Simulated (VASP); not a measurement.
# Pt (Fm-3m) in VASP: a series of runs

Runs on Pt. Level: PBE. Tasks: single point.

Program: VASP 6.6.1. These are calculated values, not measurements. Logs are shortened: lines on timing, memory, paths and dates and some standing lists are left out, and cuts for length are marked.

### 1 The cell of the first run

It takes space group Fm-3m (No. 225, cubic). The conventional cell has a = 4.024 Å, b = 4.024 Å, c = 4.024 Å, α = 90.00°, β = 90.00°, γ = 90.00°. Within 3.7 Å of Pt (site symmetry m-3m) lie 12 Pt at 2.85 Å.

### 2 Single point, PBE (volume scaled by 1.04)

INCAR reads:

```
SYSTEM = Pt
PREC = Accurate
ENCUT = 520
EDIFF = 1E-6
ISMEAR = -1
SIGMA = 0.1
LREAL = .False.
LASPH = .True.
NELM = 100
ALGO = Normal
ISIF = 2
LWAVE = .False.
LCHARG = .True.
GGA = PE
LELF = .True.
LVHAR = .True.
NBANDS = 11
```

KPOINTS reads:

```
Automatic mesh
0
Gamma
  22 22 22
  0 0 0
```

POSCAR reads:

```
Pt
1.0
    0.0000000000      2.0119103417      2.0119103417
    2.0119103417      0.0000000000      2.0119103417
    2.0119103417      2.0119103417      0.0000000000
Pt
1
Direct
    0.0000000000      0.0000000000      0.0000000000
```

Potentials or basis: VASP PAW PBE potentials, release 64 (Pt).

On the command line:

```console
$ cat potpaw_PBE.64/Pt/POTCAR > POTCAR
$ mpirun -np 1 vasp_std > vasp.out
```

OUTCAR:

```text
SYSTEM = Pt
   PREC = Accurate
   ENCUT = 520
   EDIFF = 1E-6
   ISMEAR = -1
   LREAL = .False.
   LASPH = .True.
   NELM = 100
   ISIF = 2
   GGA = PE

 ion  position               nearest neighbor table
   1  0.000  0.000  0.000-

  LATTYP: Found a face centered cubic cell.
 ALAT       =     4.0238206834

  Lattice vectors:

 A1 = (   0.0000000000,   2.0119103417,   2.0119103417)
 A2 = (   2.0119103417,   0.0000000000,   2.0119103417)
 A3 = (   2.0119103417,   2.0119103417,   0.0000000000)

Analysis of symmetry for initial positions (statically):
=====================================================================
 Subroutine PRICEL returns:
 Original cell was already a primitive cell.

 Routine SETGRP: Setting up the symmetry group for a
 face centered cubic supercell.

 Subroutine GETGRP returns: Found 48 space group operations
 (whereof 48 operations were pure point group operations)
 out of a pool of 48 trial point group operations.

The static configuration has the point symmetry O_h .

Analysis of symmetry for dynamics (positions and initial velocities):
=====================================================================
 Subroutine PRICEL returns:
 Original cell was already a primitive cell.

 Routine SETGRP: Setting up the symmetry group for a
 face centered cubic supercell.

 Subroutine GETGRP returns: Found 48 space group operations
 (whereof 48 operations were pure point group operations)
 out of a pool of 48 trial point group operations.

The dynamic configuration has the point symmetry O_h .

 Subroutine INISYM returns: Found 48 space group operations
 (whereof 48 operations are pure point group operations),
 and found     1 'primitive' translations

----------------------------------------------------------------------------------------

                                     Primitive cell

  volume of cell :      16.2876

  direct lattice vectors                    reciprocal lattice vectors
     0.000000000  2.011910342  2.011910342    -0.248520021  0.248520021  0.248520021
     2.011910342  0.000000000  2.011910342     0.248520021 -0.248520021  0.248520021
     2.011910342  2.011910342  0.000000000     0.248520021  0.248520021 -0.248520021

  length of vectors
     2.845270892  2.845270892  2.845270892     0.430449303  0.430449303  0.430449303

  position of ions in fractional coordinates (direct lattice)
     0.000000000  0.000000000  0.000000000

  ion indices of the primitive-cell ions
   primitive index   ion index
                 1           1

----------------------------------------------------------------------------------------

 KPOINTS: Automatic mesh

Automatic generation of k-mesh.
 Grid dimensions read from file:
 generate k-points for:   22   22   22

 Generating k-lattice:

  Cartesian coordinates                     Fractional coordinates (reciprocal lattice)
    -0.011296365  0.011296365  0.011296365     0.045454545  0.000000000  0.000000000
     0.011296365 -0.011296365  0.011296365     0.000000000  0.045454545  0.000000000
     0.011296365  0.011296365 -0.011296365     0.000000000  0.000000000  0.045454545

  Length of vectors
     0.019565877  0.019565877  0.019565877

  Shift w.r.t. Gamma in fractional coordinates (k-lattice)
     0.000000000  0.000000000  0.000000000

 Subroutine IBZKPT returns following result:
 ===========================================

 Found    328 irreducible k-points:

 Following reciprocal coordinates:
            Coordinates               Weight
  0.000000  0.000000  0.000000      1.000000
  0.045455  0.000000  0.000000      8.000000
  0.090909  0.000000  0.000000      8.000000
  0.136364  0.000000  0.000000      8.000000
  0.181818  0.000000  0.000000      8.000000
  0.227273  0.000000  0.000000      8.000000
[... 16 lines left out ...]
  0.500000  0.045455  0.000000     24.000000
 -0.454545  0.045455  0.000000     24.000000
 [... further k-points ...]
   k-points           NKPTS =    328   k-points in BZ     NKDIM =    328   number of bands    NBANDS=     11
   number of dos      NEDOS =    301   number of ions     NIONS =      1
   total plane-waves  NPLWV =  13824
   dimension x,y,z NGX =    24 NGY =   24 NGZ =   24
   dimension x,y,z NGXF=    48 NGYF=   48 NGZF=   48
   ions per type =               1
   NGX,Y,Z   is equivalent  to a cutoff of  14.02, 14.02, 14.02 a.u.
   NGXF,Y,Z  is equivalent  to a cutoff of  28.05, 28.05, 28.05 a.u.
 SYSTEM =  Pt
   PREC   = accura    normal or accurate (medium, high low for compatibility)
   ISTART =      0    job   : 0-new  1-cont  2-samecut
   ICHARG =      2    charge: 1-file 2-atom 10-const
   ISPIN  =      1    spin polarized calculation?
   LNONCOLLINEAR =      F non collinear calculations
   LSORBIT =      F    spin-orbit coupling
   LASPH  =      T    aspherical Exc in radial PAW
   ENCUT  =  520.0 eV  38.22 Ry    6.18 a.u.   5.29  5.29  5.29*2*pi/ulx,y,z
   NELM   =    100;   NELMIN=  2; NELMDL= -5     # of ELM steps
   EDIFF  = 0.1E-05   stopping-criterion for ELM
   LREAL  =      F    real-space projection
   EDIFFG = 0.1E-04   stopping-criterion for IOM
   NSW    =      0    number of steps for IOM
   IBRION =     -1    ionic relax: 0-MD 1-quasi-New 2-CG
   NFREE  =      0    steps in history (QN), initial steepest desc. (CG)
   ISIF   =      2    stress and relaxation
   ISYM   =      2    0-nonsym 1-usesym 2-fastsym
   POTIM  = 0.5000    time-step for ionic-motion
   TEBEG  =    0.0;   TEEND  =   0.0 temperature during run
   PSTRESS=    0.0 pullay stress
   NELECT =      10.0000    total number of electrons
   NUPDOWN=      -1.0000    fix difference up-down
   EMIN   =  10.00;   EMAX   =-10.00  energy-range for DOS
   EFERMI =   0.00;   METHOD = LEGACY
   ISMEAR =    -1;   SIGMA  =   0.10  broadening in eV -4-tet -1-fermi 0-gaus
   EFERMI_NEDOS =   21; number of points for ismear=-14 and -15
   IALGO  =     38    algorithm
   IMIX   =      4    mixing-type and parameters
     AMIX     =   0.40;   BMIX     =  1.00
     AMIX_MAG =   1.60;   BMIX_MAG =  1.00
  volume/ion in A,a.u.               =      16.29       109.91
  Fermi-wavevector in a.u.,A,eV,Ry     =   1.391413  2.629390 26.341308  1.936031
  Thomas-Fermi vector in A             =   2.515255
   LORBIT       =      0    0 simple, 1 ext, 2 COOP (PROOUT), +10 PAW based schemes
   GGA     = PE    functional components
   LHFCALC =     F    Hartree Fock is set to
   AEXX    =    0.0000 exact exchange contribution
   IVDW    =     0    specifies the selected vdW correction
   LEPSILON=     F    determine dielectric tensor
   LRPA    =     F    only Hartree local field effects (RPA)
 non-spin polarized calculation
  energy-cutoff  :      520.00
  volume of cell :       16.29
 maximum number of plane-waves:       450
 NGX is ok and might be reduce to    24
   NGX = 11   NGY = 11   NGZ = 11

 number of electron      10.0000000 magnetization

 number of electron       9.9999999 magnetization

 Free energy of the ion-electron system (eV)
  ---------------------------------------------------
  ext. energy  EPLUGINS =         0.00000000
  ---------------------------------------------------
  free energy    TOTEN  =        -6.11096027 eV

  energy without entropy =       -6.05171713  energy(sigma->0) =       -6.08133870

 E-fermi :   9.8511     XC(G=0): -13.0315

 val. band max:        9.8488078592   @ k =  -0.4545   0.2273   0.0455
 cond. band min:       9.8582975353   @ k =   0.4545   0.0909   0.0000
 fundamental gap:      0.0094896760
 Fermi energy:         9.8510771003

 k-point     1 :       0.0000    0.0000    0.0000
  band No.  band energies     occupation
      1       0.4671      2.00000
      2       6.5053      2.00000
      3       6.5053      2.00000
      4       6.5053      2.00000
      5       8.4011      2.00000
      6       8.4011      2.00000
      7      24.6671      0.00000
      8      29.2004      0.00000
      9      29.2004      0.00000
     10      29.2004      0.00000
     11      34.2702      0.00000

 k-point     2 :       0.0455    0.0000    0.0000
  band No.  band energies     occupation
      1       0.5446      2.00000
      2       6.4724      2.00000
      3       6.5353      2.00000
      4       6.5353      2.00000
      5       8.3848      2.00000
      6       8.3848      2.00000
      7      24.7813      0.00000
      8      28.7368      0.00000
      9      29.3125      0.00000
     10      29.3125      0.00000
     11      34.7565      0.00000

 k-point     3 :       0.0909    0.0000    0.0000
  band No.  band energies     occupation
      1       0.7729      2.00000
      2       6.3834      2.00000
      3       6.6181      2.00000
      4       6.6181      2.00000
      5       8.3453      2.00000
      6       8.3453      2.00000
      7      25.0997      0.00000
      8      27.6832      0.00000
      9      29.6405      0.00000
     10      29.6405      0.00000
     11      35.5249      0.00000

 k-point     4 :       0.1364    0.0000    0.0000
  band No.  band energies     occupation
      1       1.1381      2.00000
      2       6.2655      2.00000
      3       6.7290      2.00000
      4       6.7290      2.00000
      5       8.3118      2.00000
      6       8.3118      2.00000
      7      25.5257      0.00000
      8      26.4291      0.00000
      9      30.1586      0.00000
     10      30.1586      0.00000
     11      34.6940      0.00000

 k-point     5 :       0.1818    0.0000    0.0000
  band No.  band energies     occupation
      1       1.6114      2.00000
      2       6.1644      2.00000
      3       6.8237      2.00000
      4       6.8237      2.00000
      5       8.3336      2.00000
      6       8.3336      2.00000
      7      24.9506      0.00000
      8      26.0409      0.00000
      9      30.8107      0.00000
     10      30.8107      0.00000
     11      33.4047      0.00000
[... 211 lines left out ...]
 k-point    21 :       0.4091    0.0455    0.0000
  band No.  band energies     occupation
      1       3.3153      2.00000
      2       6.5039      2.00000
      3       6.6188      2.00000
      4       7.8461      2.00000
      5       9.6577      1.74724
      6       9.6658      1.72900
      7      17.4176      0.00000
      8      24.7426      0.00000
      9      28.6341      0.00000
     10      29.3185      0.00000
     11      35.7053      0.00000

 k-point    22 :       0.4545    0.0455    0.0000
  band No.  band energies     occupation
      1       3.3469      2.00000
      2       6.4362      2.00000
      3       6.5467      2.00000
      4       8.5703      1.99999
      5       9.8268      1.12058
      6      10.1582      0.08863
      7      16.0063      0.00000
      8      24.4527      0.00000
      9      28.2425      0.00000
     10      28.5635      0.00000
     11      36.3688      0.00000

 k-point    23 :       0.5000    0.0455    0.0000
  band No.  band energies     occupation
      1       3.3524      2.00000
      2       6.4078      2.00000
      3       6.5078      2.00000
      4       8.9708      1.99970
      5       9.8728      0.89162
      6      10.5624      0.00163
      7      15.1657      0.00000
      8      24.3188      0.00000
      9      28.1020      0.00000
     10      28.1578      0.00000
     11      36.8186      0.00000

 k-point    24 :      -0.4545    0.0455    0.0000
  band No.  band energies     occupation
      1       3.3522      2.00000
      2       6.4212      2.00000
      3       6.5076      2.00000
      4       8.9210      1.99982
      5       9.7832      1.32703
      6      10.5108      0.00272
      7      15.3541      0.00000
      8      24.3451      0.00000
      9      27.9672      0.00000
     10      28.4124      0.00000
     11      36.6659      0.00000

 [... further k-points ...]
[... 5 lines left out ...]
  --------------------------------------------------------------------------------------
  -------------------------------------------------------------------------------------
  Total       -0.9174352     -0.9174352     -0.9174352      0.0000000      0.0000000     -0.0000000
  in kB      -90.2464494    -90.2464494    -90.2464494      0.0000000      0.0000000     -0.0000000
  external PRESSURE =     -90.2464494 kB  Pullay stress =       0.0000000 kB

 VOLUME and BASIS-vectors are now :
 -----------------------------------------------------------------------------
  energy-cutoff  :      520.00
  volume of cell :       16.29
      direct lattice vectors                 reciprocal lattice vectors
     0.000000000  2.011910342  2.011910342    -0.248520021  0.248520021  0.248520021
     2.011910342  0.000000000  2.011910342     0.248520021 -0.248520021  0.248520021
     2.011910342  2.011910342  0.000000000     0.248520021  0.248520021 -0.248520021

 POSITION                                       TOTAL-FORCE (eV/Angst)
 -----------------------------------------------------------------------------------
      0.00000      0.00000      0.00000        -0.000000      0.000000     -0.000000
 -----------------------------------------------------------------------------------
    total drift:                                0.000000     -0.000000     -0.000000

  FREE ENERGIE OF THE ION-ELECTRON SYSTEM (eV)
  ---------------------------------------------------
  free  energy   TOTEN  =        -6.1109602724 eV

  energy  without entropy=       -6.0517171321  energy(sigma->0) =       -6.08133870
```

Wall time 1.7 min (1 thread of AMD EPYC 7R13, shared host); peak memory 0.16 GiB.

Results:

| Property | Result |
| --- | --- |
| Free energy | -6.1110 eV |
| Pressure | -9.0 GPa |
| Band gap on the k mesh | zero (band 5 reaches 10.27 eV, above the bottom of band 6 at 8.31 eV) |

Caveat: spin-orbit coupling is left out, which moves the levels of the heavy elements.

[end of part 1 of 2]
